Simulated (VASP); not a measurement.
A run of VASP 6.6.1:

INCAR

```
ALGO = Normal
EDIFF = 1E-6
ENCUT = 520
GGA = PE
ISIF = 2
ISMEAR = 0
LASPH = True
LCHARG = False
LREAL = False
LWAVE = False
NBANDS = 30
NELM = 100
PREC = Accurate
SIGMA = 0.1
```

Contents of KPOINTS:

```
k-points
0
Gamma
  8 8 2
```

POSCAR

```
BeSe3
1.0
    3.6186433281      0.0000000000      0.0000000000
    0.0000000000      3.6186433281      0.0000000000
    0.0000000000      0.0000000000     17.5068703149
Be Se
2 6
Direct
    0.5000000000      0.5000000000      0.0000000000
    0.0000000000      0.0000000000      0.0000000000
    0.5000000000      0.0000000000      0.9225203637
    0.0000000000      0.5000000000      0.0774796363
    0.0000000000      0.5000000000      0.3438451219
    0.5000000000      0.0000000000      0.3849615671
    0.5000000000      0.0000000000      0.6561548781
    0.0000000000      0.5000000000      0.6150384329
```

Potentials or basis: VASP PAW PBE potentials, release 64 (Be, Se).

The run is started by

```sh
$ cat potpaw_PBE.64/Be/POTCAR potpaw_PBE.64/Se/POTCAR > POTCAR
$ mpirun -np 1 vasp_std > vasp.out
```

Hardware: 1 thread of Intel(R) Xeon(R) 6975P-C (Granite Rapids), with other jobs on the host.

**Question.** How long does it take, and how much memory?

**Answer.** It took 2.2 min on 1 thread of Intel(R) Xeon(R) 6975P-C (Granite Rapids), with other jobs on the host, peak memory 0.41 GiB. Counts: scf iterations 16, k points 30.
